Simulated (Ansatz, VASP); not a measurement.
# Rh in VASP and in Ansatz

```
Rh
1.0
     1.31482   -2.27735    0.00000
     1.31482    2.27735    0.00000
     0.00000    0.00000    2.56745
Rh
1
Direct
  0.50000 0.50000 0.00000
```

Alike in both runs: functional PBE; k mesh 8 × 8 × 6; occupations gaussian, width 0.1 eV; no spin polarisation.

Ansatz relaxed the structure, and its values are those at the end. VASP's run is a single point on that final structure, the one shown.

```csv
,VASP,Ansatz
version,VASP 6.6.1,Ansatz 0.2.0
potentials or method,"VASP PAW PBE potentials, release 64 (Rh_pv), cutoff 520 eV","scalar-relativistic, plane waves, PAW"
valence electrons in the cell,15,17
```

|  | VASP | Ansatz | Ansatz less VASP |
| --- | --- | --- | --- |
| gap on the k mesh at the Fermi level (eV) | none | none | - |
| pressure (GPa) | -0.1 | -0.1 | 0.00 |

A gap of «none» marks a metal or a gap that the smearing closes. VASP's potentials hold 15 valence electrons a cell and Ansatz's 17, so a difference there can come from the potentials and not from the codes.

The k mesh is coarse, so the values compare programs but aren't converged.
